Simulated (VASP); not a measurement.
Write the native input for VASP 6.6.1 that does the following.

* Task: relaxation of cell and atoms
* Functional: LDA
* Potentials or basis: VASP PAW LDA potentials, release 64 (Os)
* Cutoff: 600 eV
* k mesh: 10 × 10 × 10
* Occupations: gaussian, width 0.1 eV
* Spin: no spin polarisation
* Dipole correction: no
* Further INCAR settings: ALGO = Normal; EDIFF = 1e-07; IBRION = 2; EDIFFG = -0.02; NSW = 60; ISIF = 3

The structure of Os lies in POSCAR:

```
Os
1.0
    1.5200000000      1.5200000000      1.5200000000
   -1.5200000000      1.5200000000      1.5200000000
   -1.5200000000     -1.5200000000      1.5200000000
Os
1
Direct
    0.0000000000      0.0000000000      0.0000000000
```

One way to write it, as run:

INCAR

```
ALGO = Normal ; EDIFF = 1E-7
EDIFFG = -0.02 ; ENCUT = 600
GGA_COMPAT = False ; IBRION = 2
ISIF = 3 ; ISMEAR = 0
LASPH = True ; LCHARG = False
LREAL = False ; LWAVE = False
NELM = 120 ; NELMIN = 4
NSW = 60 ; PREC = Accurate
SIGMA = 0.1
```

KPOINTS

```
k-points
0
Gamma
  10 10 10
```

Potentials or basis: VASP PAW LDA potentials, release 64 (Os).

Launch:

```sh
$ cat potpaw_LDA.64/Os/POTCAR > POTCAR
$ mpirun -np 1 vasp_std > vasp.out
```

It gave:

The relaxed volume is 14.19 Å³/atom. The relaxed cell is a = 2.642 Å, b = 2.642 Å, c = 2.642 Å, α = 70.53°, β = 109.47°, γ = 70.53° and the space group after relaxing (to 0.05 Å) is Im-3m (No. 229). The energy gained by relaxing is 1.8 meV/atom, the ionic steps are 3 and the pressure after relaxing is -0.1 GPa. The band gap on the k mesh is zero (band 4 reaches 11.95 eV, above the bottom of band 5 at 7.65 eV).

Caveat: spin-orbit coupling is left out, which moves the levels of the heavy elements.

Run time: 22 s on 1 thread of AMD EPYC 7R13 (shared host), peak memory 0.12 GiB.
